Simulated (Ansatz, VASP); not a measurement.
**Al4Ni in VASP and in Ansatz**

```
Al Ni
1.0
     4.33628    0.00000    0.00000
    -2.16814    3.75533    0.00000
     0.00000    0.00000    5.39770
Al Ni
4 1
Direct
  0.33333 0.66667 0.24811
  0.33333 0.66667 0.75189
  0.66667 0.33333 0.75189
  0.66667 0.33333 0.24811
  0.00000 0.00000 0.50000
```

Alike in both runs: functional PBE; k mesh 12 × 12 × 8; occupations gaussian, width 0.1 eV; no spin polarisation.

Ansatz relaxed the structure, and its values are those at the end. VASP's run is a single point on that final structure, the one shown.

|  | VASP | Ansatz |
| --- | --- | --- |
| version | VASP 6.6.1 | Ansatz 0.2.0 |
| potentials or method | VASP PAW PBE potentials, release 64 (Al, Ni), cutoff 520 eV | scalar-relativistic, plane waves, PAW |
| valence electrons in the cell | 22 | 30 |

|  | VASP | Ansatz | Ansatz less VASP |
| --- | --- | --- | --- |
| gap on the k mesh at the Fermi level (eV) | none | none | - |
| pressure (GPa) | 0.0 | 0.0 | +0.02 |

A gap of «none» marks a metal or a gap that the smearing closes. VASP's potentials hold 22 valence electrons a cell and Ansatz's 30, so a difference there can come from the potentials and not from the codes.
